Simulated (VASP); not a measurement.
Runs of VASP 6.6.1 on BN. The structure is that of space group P6_3mc (No. 186), or close to it. The cells are those of the table. 

```csv
task,level,potentials or basis,cell,k mesh,cutoff (eV),grid for exact exchange (PRECFOCK),share of exact exchange,screening parameter,gap on the mesh (eV),pressure (GPa),relaxed volume (Å³/atom),largest force (eV/Å)
single point,LDA,"VASP PAW LDA potentials, release 64 (N, B)","a = 2.523, b = 2.523, c = 4.175 Å, angles 90.0, 90.0, 120.0°, 4 atoms",12 × 12 × 6,520,-,-,-,4.90,1.0,-,-
relaxation of cell and atoms,PBE,"VASP PAW PBE potentials, release 64 (N, B)","relaxed from a = 2.554, b = 2.554, c = 4.227 Å, angles 90.0, 90.0, 120.0°, 4 atoms",12 × 12 × 6,600,-,-,-,5.21,0.0,5.97,-
single point,BLYP+D4,"VASP PAW PBE potentials, release 64 (N, B)","a = 2.544, b = 2.544, c = 4.208 Å, angles 90.0, 90.0, 120.0°, 4 atoms",12 × 12 × 6,520,-,-,-,5.59,0.0,-,-
single point,PBE,"VASP PAW PBE potentials, release 64 (N, B)","a = 2.554, b = 2.554, c = 4.227 Å, angles 90.0, 90.0, 120.0°, 4 atoms",7 × 7 × 4,520,-,-,-,5.58,0.2,-,0.02
single point,LDA,"VASP PAW LDA potentials, release 64 (N, B)","a = 2.537, b = 2.537, c = 4.198 Å, angles 90.0, 90.0, 120.0°, 4 atoms",12 × 12 × 6,520,-,-,-,4.93,-5.5,-,0.01
single point,PBE,"VASP PAW PBE potentials, release 64 (N, B)","a = 2.571, b = 2.571, c = 4.255 Å, angles 90.0, 90.0, 120.0°, 4 atoms",12 × 12 × 6,520,-,-,-,(b),-7.0,-,0.03
single point,PBE-based screened hybrid,"VASP PAW PBE potentials, release 64 (N, B)","a = 2.554, b = 2.554, c = 4.227 Å, angles 90.0, 90.0, 120.0°, 4 atoms",6 × 6 × 3,520,Normal,0.25,0.3 1/Å,6.28,(a),-,0.04
relaxation of cell and atoms,RPBE,"VASP PAW PBE potentials, release 64 (N, B)","relaxed from a = 2.554, b = 2.554, c = 4.227 Å, angles 90.0, 90.0, 120.0°, 4 atoms",12 × 12 × 6,600,-,-,-,5.31,0.0,6.06,-
```

Alike in all rows: no spin polarisation; smearing fermi-dirac 0.05 eV.

Fill in the values left out.

(a) -8.3; (b) 5.23.

Caveats: some runs use coarse meshes; the PAW data sets were made with another functional, which shifts forces and pressure a little (some runs).

A k mesh can miss the band edges.
